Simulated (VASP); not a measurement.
# InP (I-4m2) in VASP: a series of runs

Runs on InP. Level: r2SCAN. Tasks: single point.

All numbers are computed with VASP 6.6.1; they aren't measurements. Logs are shortened: lines on timing, memory, paths and dates and some standing lists are left out, and cuts for length are marked.

## 1. The cell of the first run

Symmetry: I-4m2, No. 119, tetragonal system. Conventional cell: a = 4.502 Å, b = 4.502 Å, c = 4.966 Å, α = 90.00°, β = 90.00°, γ = 90.00°. Within 3.4 Å of In (site symmetry -4m2) lie 4 P at 2.57 Å. Within 3.4 Å of P (site symmetry -4m2) lie 4 In at 2.57 Å.

## 2. Single point, r2SCAN

POSCAR

```
InP
1.0
    0.0000000000      3.1835391241      2.4831605168
    3.1835391241      0.0000000000      2.4831605168
    3.1835391241      3.1835391241      0.0000000000
In P
1 1
Direct
    0.0000000000      0.0000000000      0.0000000000
    0.7500000000      0.7500000000      0.7500000000
```

INCAR.step1

```
PREC = Accurate ; ENCUT = 520
ISMEAR = 0 ; SIGMA = 0.05
LREAL = F ; LASPH = T
NELM = 80 ; NBANDS = 16
GGA = PE ; ALGO = Normal
EDIFF = 1E-4 ; LWAVE = T
LCHARG = F
```

INCAR.step2

```
PREC = Accurate ; ENCUT = 520
EDIFF = 1E-6 ; ISMEAR = 0
SIGMA = 0.05 ; LREAL = F
LASPH = T ; NELM = 80
ALGO = Normal ; ISIF = 2
LWAVE = F ; LCHARG = F
METAGGA = R2SCAN ; LMIXTAU = T
NBANDS = 16 ; ISTART = 1
```

KPOINTS

```
regular mesh
0
Gamma
  10 10 10
```

Potentials or basis: VASP PAW PBE potentials, release 64 (In_d, P).

The run is started by

```sh
> cat potpaw_PBE.64/In_d/POTCAR potpaw_PBE.64/P/POTCAR > POTCAR
> cp INCAR.step1 INCAR
> mpirun -np 1 vasp_std > vasp.out
> cp INCAR.step2 INCAR
> mpirun -np 1 vasp_std > vasp.out
```

OUTCAR:

```text
PREC = Accurate
   ENCUT = 520
   EDIFF = 1E-6
   ISMEAR = 0
   LREAL = F
   LASPH = T
   NELM = 80
   ISIF = 2
   METAGGA = R2SCAN
   ISTART = 1

 ion  position               nearest neighbor table
   1  0.000  0.000  0.000-   2 2.57   2 2.57   2 2.57   2 2.57
   2  0.750  0.750  0.750-   1 2.57   1 2.57   1 2.57   1 2.57

  LATTYP: Found a body centered tetragonal cell.
 ALAT       =     4.5022042056
 C/A-ratio  =     1.1030865787

  Lattice vectors:

 A1 = (   0.0000000000,  -3.1835391241,  -2.4831605168)
 A2 = (   0.0000000000,   3.1835391241,  -2.4831605168)
 A3 = (   3.1835391241,   0.0000000000,   2.4831605168)

Analysis of symmetry for initial positions (statically):
=====================================================================
 Subroutine PRICEL returns:
 Original cell was already a primitive cell.

 Routine SETGRP: Setting up the symmetry group for a
 body centered tetragonal supercell.

 Subroutine GETGRP returns: Found  8 space group operations
 (whereof  8 operations were pure point group operations)
 out of a pool of 16 trial point group operations.

The static configuration has the point symmetry D_2d.

Analysis of symmetry for dynamics (positions and initial velocities):
=====================================================================
 Subroutine PRICEL returns:
 Original cell was already a primitive cell.

 Routine SETGRP: Setting up the symmetry group for a
 body centered tetragonal supercell.

 Subroutine GETGRP returns: Found  8 space group operations
 (whereof  8 operations were pure point group operations)
 out of a pool of 16 trial point group operations.

The dynamic configuration has the point symmetry D_2d.

 Subroutine INISYM returns: Found  8 space group operations
 (whereof  8 operations are pure point group operations),
 and found     1 'primitive' translations

----------------------------------------------------------------------------------------

                                     Primitive cell

  volume of cell :      50.3333

  direct lattice vectors                    reciprocal lattice vectors
     0.000000000  3.183539124  2.483160517    -0.157057910  0.157057910  0.201356294
     3.183539124  0.000000000  2.483160517     0.157057910 -0.157057910  0.201356294
     3.183539124  3.183539124  0.000000000     0.157057910  0.157057910 -0.201356294

  length of vectors
     4.037450620  4.037450620  4.502204206     0.299797817  0.299797817  0.299797817

  position of ions in fractional coordinates (direct lattice)
     0.000000000  0.000000000  0.000000000
     0.750000000  0.750000000  0.750000000

  ion indices of the primitive-cell ions
   primitive index   ion index
                 1           1
                 2           2

----------------------------------------------------------------------------------------

 KPOINTS: regular mesh

Automatic generation of k-mesh.
 Grid dimensions read from file:
 generate k-points for:   10   10   10

 Generating k-lattice:

  Cartesian coordinates                     Fractional coordinates (reciprocal lattice)
    -0.015705791  0.015705791  0.020135629     0.100000000  0.000000000  0.000000000
     0.015705791 -0.015705791  0.020135629     0.000000000  0.100000000  0.000000000
     0.015705791  0.015705791 -0.020135629     0.000000000  0.000000000  0.100000000

  Length of vectors
     0.029979782  0.029979782  0.029979782

  Shift w.r.t. Gamma in fractional coordinates (k-lattice)
     0.000000000  0.000000000  0.000000000

 Subroutine IBZKPT returns following result:
 ===========================================

 Found    102 irreducible k-points:

 Following reciprocal coordinates:
            Coordinates               Weight
  0.000000  0.000000  0.000000      1.000000
  0.100000  0.000000  0.000000      8.000000
  0.200000  0.000000  0.000000      8.000000
  0.300000  0.000000  0.000000      8.000000
  0.400000  0.000000  0.000000      8.000000
  0.500000  0.000000  0.000000      4.000000
[... 16 lines left out ...]
  0.300000  0.300000  0.000000      2.000000
  0.400000  0.300000  0.000000      8.000000
 [... further k-points ...]
   k-points           NKPTS =    102   k-points in BZ     NKDIM =    102   number of bands    NBANDS=     16
   number of dos      NEDOS =    301   number of ions     NIONS =      2
   total plane-waves  NPLWV =  32400
   dimension x,y,z NGX =    30 NGY =   30 NGZ =   36
   dimension x,y,z NGXF=    60 NGYF=   60 NGZF=   72
   ions per type =               1   1
   NGX,Y,Z   is equivalent  to a cutoff of  12.35, 12.35, 13.29 a.u.
   NGXF,Y,Z  is equivalent  to a cutoff of  24.71, 24.71, 26.59 a.u.
 SYSTEM =  unknown system
   PREC   = accura    normal or accurate (medium, high low for compatibility)
   ISTART =      1    job   : 0-new  1-cont  2-samecut
   ICHARG =      0    charge: 1-file 2-atom 10-const
   ISPIN  =      1    spin polarized calculation?
   LNONCOLLINEAR =      F non collinear calculations
   LSORBIT =      F    spin-orbit coupling
   LASPH  =      T    aspherical Exc in radial PAW
   ENCUT  =  520.0 eV  38.22 Ry    6.18 a.u.   7.51  7.51  8.37*2*pi/ulx,y,z
   NELM   =     80;   NELMIN=  2; NELMDL=  0     # of ELM steps
   EDIFF  = 0.1E-05   stopping-criterion for ELM
   LREAL  =      F    real-space projection
   EDIFFG = 0.1E-04   stopping-criterion for IOM
   NSW    =      0    number of steps for IOM
   IBRION =     -1    ionic relax: 0-MD 1-quasi-New 2-CG
   NFREE  =      0    steps in history (QN), initial steepest desc. (CG)
   ISIF   =      2    stress and relaxation
   ISYM   =      2    0-nonsym 1-usesym 2-fastsym
   POTIM  = 0.5000    time-step for ionic-motion
   TEBEG  =    0.0;   TEEND  =   0.0 temperature during run
   PSTRESS=    0.0 pullay stress
   NELECT =      18.0000    total number of electrons
   NUPDOWN=      -1.0000    fix difference up-down
   EMIN   =  10.00;   EMAX   =-10.00  energy-range for DOS
   EFERMI =   0.00;   METHOD = LEGACY
   ISMEAR =     0;   SIGMA  =   0.05  broadening in eV -4-tet -1-fermi 0-gaus
   EFERMI_NEDOS =   21; number of points for ismear=-14 and -15
   IALGO  =     38    algorithm
   IMIX   =      4    mixing-type and parameters
     AMIX     =   0.40;   BMIX     =  1.00
     AMIX_MAG =   1.60;   BMIX_MAG =  1.00
  volume/ion in A,a.u.               =      25.17       169.83
  Fermi-wavevector in a.u.,A,eV,Ry     =   1.162021  2.195901 18.371846  1.350293
  Thomas-Fermi vector in A             =   2.298587
   LORBIT       =      0    0 simple, 1 ext, 2 COOP (PROOUT), +10 PAW based schemes
   METAGGA = R2SCAN    functional components
   LHFCALC =     F    Hartree Fock is set to
   AEXX    =    0.0000 exact exchange contribution
   IVDW    =     0    specifies the selected vdW correction
   LEPSILON=     F    determine dielectric tensor
   LRPA    =     F    only Hartree local field effects (RPA)
 non-spin polarized calculation
 Gauss-broadening in eV      SIGMA  =   0.05
  energy-cutoff  :      520.00
  volume of cell :       50.33
 maximum number of plane-waves:      1376
   NGX = 15   NGY = 15   NGZ = 17

 number of electron      18.0000004 magnetization

 Free energy of the ion-electron system (eV)
  ---------------------------------------------------
  ext. energy  EPLUGINS =         0.00000000
  ---------------------------------------------------
  free energy    TOTEN  =       -32.09000118 eV

  energy without entropy =      -32.09000118  energy(sigma->0) =      -32.09000118

 E-fermi :   5.7044     XC(G=0):  -9.9232

 val. band max:        5.5337647999   @ k =   0.0000   0.0000   0.0000
 cond. band min:       5.8796145115   @ k =   0.4000   0.4000   0.0000
 fundamental gap:      0.3458497116
 Fermi energy:         5.7043742586

 k-point     1 :       0.0000    0.0000    0.0000
  band No.  band energies     occupation
      1      -9.6903      2.00000
      2      -9.6903      2.00000
      3      -9.6110      2.00000
      4      -9.5621      2.00000
      5      -9.5005      2.00000
      6      -6.8415      2.00000
[... 8 lines left out ...]
     15      13.8644      0.00000
     16      15.3015      0.00000

 k-point     2 :       0.1000    0.0000    0.0000
  band No.  band energies     occupation
      1      -9.6953      2.00000
      2      -9.6855      2.00000
      3      -9.6165      2.00000
      4      -9.5609      2.00000
      5      -9.4977      2.00000
      6      -6.7224      2.00000
[... 8 lines left out ...]
     15      13.8675      0.00000
     16      15.1964      0.00000

 k-point     3 :       0.2000    0.0000    0.0000
  band No.  band energies     occupation
      1      -9.7166      2.00000
      2      -9.6745      2.00000
      3      -9.6203      2.00000
      4      -9.5595      2.00000
      5      -9.4886      2.00000
      6      -6.3798      2.00000
[... 8 lines left out ...]
     15      13.6054      0.00000
     16      16.2986      0.00000

 k-point     4 :       0.3000    0.0000    0.0000
  band No.  band energies     occupation
      1      -9.7506      2.00000
      2      -9.6644      2.00000
      3      -9.6148      2.00000
      4      -9.5587      2.00000
      5      -9.4735      2.00000
      6      -5.8674      2.00000
[... 8 lines left out ...]
     15      14.5596      0.00000
     16      16.4818      0.00000

 k-point     5 :       0.4000    0.0000    0.0000
  band No.  band energies     occupation
      1      -9.7798      2.00000
      2      -9.6589      2.00000
      3      -9.6080      2.00000
      4      -9.5578      2.00000
      5      -9.4583      2.00000
      6      -5.3239      2.00000
[... 8 lines left out ...]
     15      15.8561      0.00000
     16      16.1532      0.00000

 k-point     6 :       0.5000    0.0000    0.0000
  band No.  band energies     occupation
      1      -9.7909      2.00000
      2      -9.6573      2.00000
      3      -9.6053      2.00000
      4      -9.5572      2.00000
      5      -9.4519      2.00000
      6      -5.0593      2.00000
[... 8 lines left out ...]
     15      15.1714      0.00000
     16      17.3977      0.00000

 k-point     7 :       0.1000    0.1000    0.0000
  band No.  band energies     occupation
      1      -9.6809      2.00000
      2      -9.6809      2.00000
      3      -9.6438      2.00000
      4      -9.5639      2.00000
      5      -9.4933      2.00000
      6      -6.6337      2.00000
[... 8 lines left out ...]
     15      14.5183      0.00000
     16      16.2028      0.00000

 k-point     8 :       0.2000    0.1000    0.0000
  band No.  band energies     occupation
      1      -9.6998      2.00000
      2      -9.6693      2.00000
      3      -9.6499      2.00000
      4      -9.5669      2.00000
      5      -9.4835      2.00000
      6      -6.3228      2.00000
[... 8 lines left out ...]
     15      14.6679      0.00000
     16      16.5431      0.00000

 k-point     9 :       0.3000    0.1000    0.0000
  band No.  band energies     occupation
      1      -9.7436      2.00000
      2      -9.6577      2.00000
      3      -9.6320      2.00000
      4      -9.5692      2.00000
      5      -9.4691      2.00000
      6      -5.8370      2.00000
[... 8 lines left out ...]
     15      14.7538      0.00000
     16      16.0818      0.00000
[... 172 lines left out ...]
 k-point    19 :       0.5000    0.2000    0.0000
  band No.  band energies     occupation
      1      -9.8063      2.00000
      2      -9.6258      2.00000
      3      -9.6080      2.00000
      4      -9.5826      2.00000
      5      -9.4467      2.00000
      6      -4.7280      2.00000
[... 8 lines left out ...]
     15      16.8850      0.00000
     16      17.9931      0.00000

 k-point    20 :      -0.4000    0.2000    0.0000
  band No.  band energies     occupation
      1      -9.7994      2.00000
      2      -9.6277      2.00000
      3      -9.6059      2.00000
      4      -9.5732      2.00000
      5      -9.4557      2.00000
      6      -4.8348      2.00000
[... 8 lines left out ...]
     15      15.3696      0.00000
     16      17.4214      0.00000

 k-point    21 :      -0.3000    0.2000    0.0000
  band No.  band energies     occupation
      1      -9.7789      2.00000
      2      -9.6362      2.00000
      3      -9.6065      2.00000
      4      -9.5625      2.00000
      5      -9.4714      2.00000
      6      -5.3105      2.00000
[... 8 lines left out ...]
     15      13.9302      0.00000
     16      16.1530      0.00000

 k-point    22 :      -0.2000    0.2000    0.0000
  band No.  band energies     occupation
      1      -9.7553      2.00000
      2      -9.6513      2.00000
      3      -9.6059      2.00000
      4      -9.5550      2.00000
      5      -9.4842      2.00000
      6      -5.8292      2.00000
[... 8 lines left out ...]
     15      14.7833      0.00000
     16      15.4665      0.00000

 k-point    23 :       0.3000    0.3000    0.0000
  band No.  band energies     occupation
      1      -9.7961      2.00000
      2      -9.6196      2.00000
      3      -9.6196      2.00000
      4      -9.5963      2.00000
      5      -9.4511      2.00000
      6      -5.2011      2.00000
[... 8 lines left out ...]
     15      14.6685      0.00000
     16      18.5422      0.00000

 k-point    24 :       0.4000    0.3000    0.0000
  band No.  band energies     occupation
      1      -9.8248      2.00000
      2      -9.6076      2.00000
      3      -9.6056      2.00000
      4      -9.6009      2.00000
      5      -9.4412      2.00000
      6      -4.7277      2.00000
[... 8 lines left out ...]
     15      15.6531      0.00000
     16      18.8631      0.00000

 [... further k-points ...]
[... 5 lines left out ...]
  --------------------------------------------------------------------------------------
  -------------------------------------------------------------------------------------
  Total       -0.7346807     -0.7346807      1.3546224      0.0000000      0.0000000      0.0000000
  in kB      -23.3858985    -23.3858985     43.1194941      0.0000000      0.0000000      0.0000000
  external PRESSURE =      -1.2174343 kB  Pullay stress =       0.0000000 kB

 VOLUME and BASIS-vectors are now :
 -----------------------------------------------------------------------------
  energy-cutoff  :      520.00
  volume of cell :       50.33
      direct lattice vectors                 reciprocal lattice vectors
     0.000000000  3.183539124  2.483160517    -0.157057910  0.157057910  0.201356294
     3.183539124  0.000000000  2.483160517     0.157057910 -0.157057910  0.201356294
     3.183539124  3.183539124  0.000000000     0.157057910  0.157057910 -0.201356294

 POSITION                                       TOTAL-FORCE (eV/Angst)
 -----------------------------------------------------------------------------------
      0.00000      0.00000      0.00000         0.000000      0.000000      0.000000
      4.77531      4.77531      3.72474        -0.000000     -0.000000     -0.000000
 -----------------------------------------------------------------------------------
    total drift:                                0.000034      0.000034     -0.000017

  FREE ENERGIE OF THE ION-ELECTRON SYSTEM (eV)
  ---------------------------------------------------
  free  energy   TOTEN  =       -32.0900011848 eV

  energy  without entropy=      -32.0900011843  energy(sigma->0) =      -32.09000118
```

Run time: 4.8 min. Hardware: 1 thread of Intel Xeon Platinum 8375C at 2.90GHz (Ice Lake), shared host; peak memory 0.23 GiB.

Results:

- Free energy: -32.0900 eV
- Pressure: -0.1 GPa
- Band gap on the k mesh: 0.35 eV, indirect (least direct gap 0.41 eV)

Caveat: the PAW data sets were made with another functional, which shifts forces and pressure a little; spin-orbit coupling is left out, which moves the levels of the heavy elements.

[end of part 1 of 2]
